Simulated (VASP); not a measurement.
Here is a VASP 6.6.1 calculation.

INCAR

```
SYSTEM = NaF
PREC     = Accurate       ! precision mode
ENCUT    = 600            ! plane-wave cutoff, eV
EDIFF    = 1E-6           ! SCF threshold, eV
ISMEAR   = 0              ! smearing method
SIGMA    = 0.1            ! smearing width, eV
LREAL    = .FALSE.        ! projectors in reciprocal space
LASPH    = .TRUE.         ! aspherical terms in the spheres
NELM     = 120            ! most SCF steps
ALGO     = Normal         ! electronic algorithm
ISIF     = 2              ! what is computed and relaxed
LWAVE    = .FALSE.        ! write WAVECAR
LCHARG   = .TRUE.         ! write CHGCAR
GGA      = PE             ! functional
LELF     = .TRUE.         ! ELF
LVHAR    = .TRUE.       
NBANDS   = 30             ! bands
GGA_COMPAT= .FALSE.
```

KPOINTS

```
regular mesh
0
G
  6 6 6
  0 0 0
```

File POSCAR:

```
NaF
1.0
    4.9212192000      2.8412672000      1.0248192000
   -4.9212192000      2.8412672000      1.0248192000
    0.0000000000     -5.6825345000      1.0248192000
Na F
3 3
Direct
    0.3501670000      0.3501670000      0.0397200000
    0.3501670000      0.0397200000      0.3501670000
    0.0397200000      0.3501670000      0.3501670000
    0.6495350000      0.6495350000      0.9608760000
    0.6495350000      0.9608760000      0.6495350000
    0.9608760000      0.6495350000      0.6495350000
```

Potentials or basis: VASP PAW PBE potentials, release 64 (Na_pv, F).

Run with:

```console
$ cat potpaw_PBE.64/Na_pv/POTCAR potpaw_PBE.64/F/POTCAR > POTCAR
$ mpirun -np 1 vasp_std > vasp.out
```

What does it give for the pressure?

-0.1 GPa.

Predict the largest force.

0.010 eV/Å.

What does it give for the band gap on the k mesh?

5.46 eV.

Forces on the atoms (eV/Å):
```
Na   0.000 -0.006 -0.005
Na  -0.005  0.003 -0.005
Na   0.005  0.003 -0.005
F    0.000  0.008  0.005
F    0.007 -0.004  0.005
F   -0.007 -0.004  0.005
```

A k mesh can miss the band edges.
